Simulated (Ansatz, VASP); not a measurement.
## One calculation of MoSe, two programs

```xyz
2
Lattice="0.0000 3.1235 3.1235 3.1235 0.0000 3.1235 3.1235 3.1235 0.0000" Properties=species:S:1:pos:R:3 pbc="T T T"
Mo    0.0000    0.0000    0.0000
Se    1.5617    1.5617    1.5617
```

Alike in both runs: task relaxation of cell and atoms; functional PBE; k mesh 12 × 12 × 12; occupations gaussian, width 0.1 eV; no spin polarisation; Hubbard terms Mo d U = 4.38 eV.

```csv
,VASP,Ansatz
version,VASP 6.6.1,Ansatz 0.2.0
potentials or method,"VASP PAW PBE potentials, release 64 (Mo_sv, Se), cutoff 600 eV","scalar-relativistic, plane waves, PAW"
valence electrons in the cell,20,30
```

```tsv
	VASP	Ansatz	Ansatz less VASP
relaxed volume (Å³/atom)	25.25	26.99	+1.743
relaxed cell length with the largest relative difference (Å)	4.149	4.242	+0.0934
```

The programs project onto different local orbitals, so the same U acts differently, and such runs can settle in different states. VASP's potentials hold 20 valence electrons a cell and Ansatz's 30, so a difference there can come from the potentials and not from the codes.

Noted on VASP's run: the volume moved by over 15 % at a fixed basis, so the end points are rough.
